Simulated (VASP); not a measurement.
# PW12C12 in VASP: single point with LDA

Aim: the single point of PW12C12 with LDA.

Program: VASP 6.6.1. These are calculated values, not measurements. Logs are shortened: lines on timing, memory, paths and dates and some standing lists are left out, and cuts for length are marked.

## (1) The cell of the first run

The cell holds a slab with vacuum, 25 atoms: a = 5.797 Å, b = 5.658 Å, c = 19.694 Å, α = 90.00°, β = 90.00°, γ = 90.00°.

## (2) Single point, LDA

File INCAR:

```
SYSTEM = PW12C12
PREC = Accurate
ENCUT = 520
EDIFF = 1E-7
ISMEAR = -1
SIGMA = 0.15
LREAL = Auto
LASPH = .TRUE.
NELM = 100
ALGO = Normal
ISIF = 2
LWAVE = .FALSE.
LCHARG = .FALSE.
GGA = CA
NBANDS = 128
```

File KPOINTS:

```
regular mesh
0
G
  3 3 1
  0 0 0
```

File POSCAR:

```
PW12C12
1.0
    5.7968000000      0.0000000000      0.0000000000
    0.0000000000      5.6576000000      0.0000000000
    0.0000000000      0.0000000000     19.6935680000
W C P
12 12 1
Direct
    0.0000000000      0.0000000000      0.0507780000
    0.2508913609     -0.0013837664      0.1763470388
   -0.0042366583     -0.0041937602      0.3001042151
    0.0000000000      0.5000000000      0.0507780000
    0.2504343970      0.4990849778      0.1760473917
   -0.0064665885      0.4977239122      0.3000343112
    0.5000000000      0.0000000000      0.0507780000
    0.7497320451      0.0010995055      0.1737101039
    0.5016889597      0.0019235463      0.3025174721
    0.5000000000      0.5000000000      0.0507780000
    0.7501843144      0.5015283727      0.1736748690
    0.5082820876      0.4998167276      0.2996255312
    0.0026258407      0.2499056778      0.1308814304
    0.2486348652      0.2460642226      0.2626255684
   -0.2040469995      0.1751124668      0.3643942559
    0.0024680968      0.7503694478      0.1308391234
    0.2503151622      0.7447393354      0.2623382054
   -0.2099253637      0.6596166613      0.3754979979
    0.4977952417      0.2508204084      0.1307134321
    0.7496063206      0.2529976160      0.2542928228
    0.5892096605      0.2550164395      0.3852154497
    0.4981442300      0.7504193430      0.1307579597
    0.7497088031      0.7539250524      0.2548911367
    0.5612900187      0.7467699026      0.3791701938
    0.6028285789      0.5198378045      0.4427441546
```

Potentials or basis: VASP PAW LDA potentials, release 64 (W_sv, C, P).

On the command line:

```sh
> cat potpaw_LDA.64/W_sv/POTCAR potpaw_LDA.64/C/POTCAR potpaw_LDA.64/P/POTCAR > POTCAR
> mpirun -np 1 vasp_std > vasp.out
```

OUTCAR:

```text
SYSTEM = PW12C12
   PREC = Accurate
   ENCUT = 520
   EDIFF = 1E-7
   ISMEAR = -1
   LREAL = Auto
   LASPH = .TRUE.
   NELM = 100
   ISIF = 2
   GGA = CA

 ion  position               nearest neighbor table
   1  0.000  0.000  0.051-  16 2.12  13 2.12   8 2.82   4 2.83   4 2.83   2 2.87   7 2.90   7 2.90

   2  0.251  0.999  0.176-  22 2.20  14 2.20  16 2.20  19 2.21  13 2.21  17 2.22   5 2.83   5 2.83
                             3 2.85   7 2.86   1 2.87   9 2.88   8 2.89   8 2.91
   3  0.996  0.996  0.300-  15 1.99  14 2.17  23 2.17  17 2.18  20 2.23  18 2.69   6 2.82   6 2.84
                             2 2.85   9 2.86   8 2.87   9 2.93
   4  0.000  0.500  0.051-  13 2.12  16 2.12  11 2.82   1 2.83   1 2.83   5 2.86  10 2.90  10 2.90

   5  0.250  0.499  0.176-  17 2.20  19 2.20  13 2.20  22 2.21  16 2.21  14 2.23   2 2.83   2 2.83
                            12 2.86  10 2.86   6 2.86   4 2.86  11 2.90  11 2.90
   6  0.994  0.498  0.300-  18 2.11  17 2.17  20 2.17  14 2.18  23 2.21  15 2.50  12 2.81   3 2.82
                             3 2.84   5 2.86  11 2.86  12 2.98
   7  0.500  0.000  0.051-  22 2.12  19 2.12   8 2.82  10 2.83  10 2.83   2 2.86   1 2.90   1 2.90

   8  0.750  0.001  0.174-  23 2.12  20 2.13  13 2.20  19 2.20  22 2.20  16 2.21   7 2.82   1 2.82
                            11 2.83  11 2.83   3 2.87   2 2.89   2 2.91   9 2.92
   9  0.502  0.002  0.303-  24 2.12  14 2.16  17 2.21  23 2.22  21 2.23  20 2.23  15 2.31  12 2.82
                            12 2.84   3 2.86   2 2.88   8 2.92   3 2.93
  10  0.500  0.500  0.051-  19 2.11  22 2.12  11 2.82   7 2.83   7 2.83   5 2.86   4 2.90   4 2.90

  11  0.750  0.502  0.174-  20 2.12  23 2.14  22 2.20  16 2.20  19 2.21  13 2.21   4 2.82  10 2.82
                             8 2.83   8 2.83  12 2.85   6 2.86   5 2.90   5 2.90
  12  0.508  0.500  0.300-  24 2.12  17 2.17  20 2.17  23 2.19  14 2.20  21 2.23  18 2.39   6 2.81
                             9 2.82   9 2.84  11 2.85   5 2.86  25 2.87   6 2.98
  13  0.003  0.250  0.131-   1 2.12   4 2.12   8 2.20   5 2.20  11 2.21   2 2.21
  14  0.249  0.246  0.263-   9 2.16   3 2.17   6 2.18   2 2.20  12 2.20   5 2.23
  15  0.796  0.175  0.364-  21 1.34   3 1.99   9 2.31   6 2.50
  16  0.002  0.750  0.131-   1 2.12   4 2.12  11 2.20   2 2.20   8 2.21   5 2.21
  17  0.250  0.745  0.262-  12 2.17   6 2.17   3 2.18   5 2.20   9 2.21   2 2.22
  18  0.790  0.660  0.375-  24 1.42  25 1.89   6 2.11  12 2.39   3 2.69
  19  0.498  0.251  0.131-  10 2.11   7 2.12   5 2.20   8 2.20  11 2.21   2 2.21
  20  0.750  0.253  0.254-  11 2.12   8 2.13  12 2.17   6 2.17   3 2.23   9 2.23
  21  0.589  0.255  0.385-  15 1.34  25 1.88   9 2.23  12 2.23
  22  0.498  0.750  0.131-   7 2.12  10 2.12  11 2.20   2 2.20   8 2.20   5 2.21
  23  0.750  0.754  0.255-   8 2.12  11 2.14   3 2.17  12 2.19   6 2.21   9 2.22
  24  0.561  0.747  0.379-  18 1.42  25 1.81   9 2.12  12 2.12
  25  0.603  0.520  0.443-  24 1.81  21 1.88  18 1.89  12 2.87

  LATTYP: Found a simple orthorhombic cell.
 ALAT       =     5.6576000000
 B/A-ratio  =     1.0246040724
 C/A-ratio  =     3.4809049774

  Lattice vectors:

 A1 = (   0.0000000000,  -5.6576000000,   0.0000000000)
 A2 = (   5.7968000000,   0.0000000000,   0.0000000000)
 A3 = (   0.0000000000,   0.0000000000,  19.6935680000)

Analysis of symmetry for initial positions (statically):
=====================================================================
 Subroutine PRICEL returns:
 Original cell was already a primitive cell.

 Routine SETGRP: Setting up the symmetry group for a
 simple orthorhombic supercell.

 Subroutine GETGRP returns: Found  1 space group operations
 (whereof  1 operations were pure point group operations)
 out of a pool of  8 trial point group operations.

The static configuration has the point symmetry C_1 .

Analysis of symmetry for dynamics (positions and initial velocities):
=====================================================================
 Subroutine PRICEL returns:
 Original cell was already a primitive cell.

 Routine SETGRP: Setting up the symmetry group for a
 simple orthorhombic supercell.

 Subroutine GETGRP returns: Found  1 space group operations
 (whereof  1 operations were pure point group operations)
 out of a pool of  8 trial point group operations.

The dynamic configuration has the point symmetry C_1 .

 Subroutine INISYM returns: Found  1 space group operations
 (whereof  1 operations are pure point group operations),
 and found     1 'primitive' translations

----------------------------------------------------------------------------------------

                                     Primitive cell

  volume of cell :     645.8698
[... 65 lines left out ...]

 KPOINTS: regular mesh

Automatic generation of k-mesh.
 Grid dimensions read from file:
 generate k-points for:    3    3    1

 Generating k-lattice:

  Cartesian coordinates                     Fractional coordinates (reciprocal lattice)
     0.057502990  0.000000000  0.000000000     0.333333333  0.000000000  0.000000000
     0.000000000  0.058917798  0.000000000     0.000000000  0.333333333  0.000000000
     0.000000000  0.000000000  0.050778000     0.000000000  0.000000000  1.000000000

  Length of vectors
     0.057502990  0.058917798  0.050778000

  Shift w.r.t. Gamma in fractional coordinates (k-lattice)
     0.000000000  0.000000000  0.000000000

 Subroutine IBZKPT returns following result:
 ===========================================

 Found      5 irreducible k-points:

 Following reciprocal coordinates:
            Coordinates               Weight
  0.000000  0.000000  0.000000      1.000000
  0.333333  0.000000  0.000000      2.000000
  0.000000  0.333333  0.000000      2.000000
  0.333333  0.333333  0.000000      2.000000
 -0.333333  0.333333  0.000000      2.000000
   k-points           NKPTS =      5   k-points in BZ     NKDIM =      5   number of bands    NBANDS=    128
   number of dos      NEDOS =    301   number of ions     NIONS =     25
   total plane-waves  NPLWV = 302400
   dimension x,y,z NGX =    48 NGY =   42 NGZ =  150
   dimension x,y,z NGXF=    96 NGYF=   84 NGZF=  300
   ions per type =              12  12   1
   NGX,Y,Z   is equivalent  to a cutoff of  13.77, 12.34, 12.66 a.u.
   NGXF,Y,Z  is equivalent  to a cutoff of  27.53, 24.68, 25.32 a.u.
 SYSTEM =  PW12C12
   PREC   = accura    normal or accurate (medium, high low for compatibility)
   ISTART =      0    job   : 0-new  1-cont  2-samecut
   ICHARG =      2    charge: 1-file 2-atom 10-const
   ISPIN  =      1    spin polarized calculation?
   LNONCOLLINEAR =      F non collinear calculations
   LSORBIT =      F    spin-orbit coupling
   LASPH  =      T    aspherical Exc in radial PAW
   ENCUT  =  520.0 eV  38.22 Ry    6.18 a.u.  10.78 10.52 36.62*2*pi/ulx,y,z
   NELM   =    100;   NELMIN=  2; NELMDL= -5     # of ELM steps
   EDIFF  = 0.1E-06   stopping-criterion for ELM
   LREAL  =      T    real-space projection
   EDIFFG = 0.1E-05   stopping-criterion for IOM
   NSW    =      0    number of steps for IOM
   IBRION =     -1    ionic relax: 0-MD 1-quasi-New 2-CG
   NFREE  =      0    steps in history (QN), initial steepest desc. (CG)
   ISIF   =      2    stress and relaxation
   ISYM   =      2    0-nonsym 1-usesym 2-fastsym
   POTIM  = 0.5000    time-step for ionic-motion
   TEBEG  =    0.0;   TEEND  =   0.0 temperature during run
   PSTRESS=    0.0 pullay stress
   NELECT =     221.0000    total number of electrons
   NUPDOWN=      -1.0000    fix difference up-down
   EMIN   =  10.00;   EMAX   =-10.00  energy-range for DOS
   EFERMI =   0.00;   METHOD = LEGACY
   ISMEAR =    -1;   SIGMA  =   0.15  broadening in eV -4-tet -1-fermi 0-gaus
   EFERMI_NEDOS =   21; number of points for ismear=-14 and -15
   IALGO  =     38    algorithm
   IMIX   =      4    mixing-type and parameters
     AMIX     =   0.40;   BMIX     =  1.00
     AMIX_MAG =   1.60;   BMIX_MAG =  1.00
  volume/ion in A,a.u.               =      25.83       174.34
  Fermi-wavevector in a.u.,A,eV,Ry     =   1.145049  2.163828 17.839094  1.311136
  Thomas-Fermi vector in A             =   2.281738
   LORBIT       =      0    0 simple, 1 ext, 2 COOP (PROOUT), +10 PAW based schemes
   GGA     = CA    functional components
   LHFCALC =     F    Hartree Fock is set to
   AEXX    =    0.0000 exact exchange contribution
   IVDW    =     0    specifies the selected vdW correction
   LEPSILON=     F    determine dielectric tensor
   LRPA    =     F    only Hartree local field effects (RPA)
 non-spin polarized calculation
  energy-cutoff  :      520.00
  volume of cell :      645.87
 maximum number of plane-waves:     17397
 NGX is ok and might be reduce to    48
   NGX = 21   NGY = 21   NGZ = 73

 number of electron     220.9999998 magnetization

 Free energy of the ion-electron system (eV)
  ---------------------------------------------------
  ext. energy  EPLUGINS =         0.00000000
  ---------------------------------------------------
  free energy    TOTEN  =      -280.30242251 eV

  energy without entropy =     -279.56583242  energy(sigma->0) =     -279.93412747

 E-fermi :   1.7324     XC(G=0):  -6.8588

 val. band max:        1.7118296590   @ k =   0.0000   0.3333   0.0000
 cond. band min:       1.8699984015   @ k =   0.0000   0.0000   0.0000
 fundamental gap:      0.1581687424
 Fermi energy:         1.7323513823

 k-point     1 :       0.0000    0.0000    0.0000
  band No.  band energies     occupation
      1     -72.2614      2.00000
      2     -72.2008      2.00000
      3     -72.1797      2.00000
      4     -72.1706      2.00000
      5     -72.1405      2.00000
      6     -72.1325      2.00000
[... 614 lines left out ...]
    121       2.9934      0.00045
    122       3.2874      0.00006
 [bands above 122 left out]

------------------------ aborting loop because EDIFF is reached ----------------------------------------

  FORCE on cell =-STRESS in cart. coord.  units (eV):
  Direction    XX          YY          ZZ          XY          YZ          ZX
  --------------------------------------------------------------------------------------
  -------------------------------------------------------------------------------------
  Total      -25.1154889    -18.8553967      2.6986443     -1.8095709      0.1660463     -0.0544987
  in kB      -62.3027556    -46.7736536      6.6943938     -4.4889134      0.4119029     -0.1351921
  external PRESSURE =     -34.1273385 kB  Pullay stress =       0.0000000 kB

 VOLUME and BASIS-vectors are now :
 -----------------------------------------------------------------------------
  energy-cutoff  :      520.00
  volume of cell :      645.87
      direct lattice vectors                 reciprocal lattice vectors
     5.796800000  0.000000000  0.000000000     0.172508970  0.000000000  0.000000000
     0.000000000  5.657600000  0.000000000     0.000000000  0.176753394  0.000000000
     0.000000000  0.000000000 19.693568000     0.000000000  0.000000000  0.050778000

 POSITION                                       TOTAL-FORCE (eV/Angst)
 -----------------------------------------------------------------------------------
      0.00000      0.00000      1.00000         0.105396      0.015123     -0.041031
      1.45437      5.64977      3.47290        -0.000337     -0.006868     -0.008998
      5.77224      5.63387      5.91012         0.034558     -0.027902      0.043636
      0.00000      2.82880      1.00000         0.079411     -0.003773     -0.144633
      1.45172      2.82362      3.46700        -0.004403     -0.001862     -0.002284
      5.75931      2.81592      5.90875         0.057721     -0.030129      0.068156
[... 17 lines left out ...]
      3.25369      4.22493      7.46721        -0.063731      0.024396      0.099856
      3.49448      2.94103      8.71921         0.013164     -0.000453     -0.046496
 -----------------------------------------------------------------------------------
    total drift:                                0.004547     -0.009173      0.030993

  FREE ENERGIE OF THE ION-ELECTRON SYSTEM (eV)
  ---------------------------------------------------
  free  energy   TOTEN  =      -280.3024225127 eV

  energy  without entropy=     -279.5658324209  energy(sigma->0) =     -279.93412747
```

Run time: 26 min. Hardware: 1 thread of Intel Xeon Platinum 8259CL at 2.50GHz (Skylake/Cascade Lake), shared host; peak memory 0.61 GiB.

Results:

- Free energy: -280.3024 eV
- Largest force: 0.231 eV/Å
- Band gap on the k mesh: zero (an odd number of electrons rules out a gap without spin polarisation)

Forces in eV/Å, atoms in the order of the input:
```
W    0.105  0.015 -0.041
W    0.000 -0.007 -0.009
W    0.035 -0.028  0.044
W    0.079 -0.004 -0.145
W   -0.004 -0.002 -0.002
W    0.058 -0.030  0.068
W   -0.090 -0.006 -0.119
W    0.000  0.002 -0.001
W   -0.060 -0.011  0.020
W   -0.091  0.001 -0.212
W   -0.001  0.003 -0.016
W   -0.069 -0.014  0.005
C   -0.002 -0.003  0.003
C    0.013  0.016  0.008
C    0.048  0.021  0.048
C   -0.001  0.005  0.008
C    0.015  0.018  0.019
C    0.048  0.005  0.091
C    0.009 -0.002  0.008
C    0.002 -0.033  0.028
C   -0.044  0.051  0.115
C    0.001  0.000 -0.001
C    0.001 -0.020  0.028
C   -0.064  0.024  0.100
P    0.013  0.000 -0.046
```

Caveat: the k points lie up to 0.37 Å⁻¹ apart, too coarse for converged energies and pressures of a metal; spin-orbit coupling is left out, which moves the levels of the heavy elements.
